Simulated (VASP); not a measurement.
Here is a VASP 6.6.1 calculation.

File INCAR:

```
SYSTEM = ZnS
PREC = Accurate ; ENCUT = 520
EDIFF = 1E-6 ; ISMEAR = 0
SIGMA = 0.05 ; LREAL = .False.
LASPH = .True. ; NELM = 60
ALGO = Normal ; ISIF = 2
LWAVE = .False. ; LCHARG = .False.
GGA = PE ; NBANDS = 26
```

File KPOINTS:

```
Automatic mesh
0
Gamma
  9 9 4
  0 0 0
```

Contents of POSCAR:

```
ZnS
1.0
    3.9350570224      0.0000000000      0.0000000000
   -1.9675285112      3.4078593468      0.0000000000
    0.0000000000      0.0000000000      6.0202437386
Zn S
2 2
Direct
    0.3333333333      0.6666666667      0.0052003725
    0.6666666667      0.3333333333      0.5052003725
    0.3333333333      0.6666666667      0.3401405350
    0.6666666667      0.3333333333      0.8401405350
```

Potentials or basis: VASP PAW PBE potentials, release 64 (Zn, S).

Run with:

```sh
$ cat potpaw_PBE.64/Zn/POTCAR potpaw_PBE.64/S/POTCAR > POTCAR
$ mpirun -np 1 vasp_std > vasp.out
```

Estimate the band gap on the k mesh.

2.11 eV.

What does it give for the pressure?

6.7 GPa.

Estimate the largest force.

3.862 eV/Å.

Forces on the atoms (eV/Å):
```
Zn   0.000  0.000 -3.862
Zn   0.000  0.000 -3.862
S    0.000  0.000  3.862
S    0.000  0.000  3.862
```

Caveat: the cell stands under pressure; forces of over 1 eV/Å act on the atoms, so gaps and moduli don't describe the material at rest.
